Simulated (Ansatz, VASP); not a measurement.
## SrTiO3: VASP beside Ansatz

```
Sr Ti O
1.0
     3.94713    0.00000    0.00000
     0.00000    3.94713    0.00000
     0.00000    0.00000    4.12475
Sr Ti O
1 1 3
Direct
  0.00000 0.00000 0.00000
  0.50000 0.50000 0.50000
  0.50000 0.00000 0.50000
  0.50000 0.50000 0.00000
  0.00000 0.50000 0.50000
```

Alike in both runs: task single point; functional PBE; k mesh 8 × 8 × 8; occupations gaussian, width 0.02 eV; no spin polarisation; Hubbard terms Ti d U = 4.0 eV.

|  | VASP | Ansatz |
| --- | --- | --- |
| version | VASP 6.6.1 | Ansatz 0.2.0 |
| potentials or method | VASP PAW PBE potentials, release 64 (Sr_sv, Ti_sv, O), cutoff 520 eV | scalar-relativistic, plane waves, PAW |
| valence electrons in the cell | 40 | 40 |

Ansatz gave:

| Property | Result |
| --- | --- |
| gap on the k mesh at the Fermi level (eV) | 2.13 |
| least direct gap on the mesh (eV) | 2.63 |
| pressure (GPa) | -6.3 |
| traceless stress, the component that is largest in VASP (GPa) | -4.63 |

Problem. What did VASP give for the same quantities?

Solution. gap on the k mesh at the Fermi level (eV): 2.13; least direct gap on the mesh (eV): 2.63; pressure (GPa): -4.0; traceless stress, the component that is largest in VASP (GPa): -5.31.

The programs project onto different local orbitals, so the same U acts differently, and such runs can settle in different states.
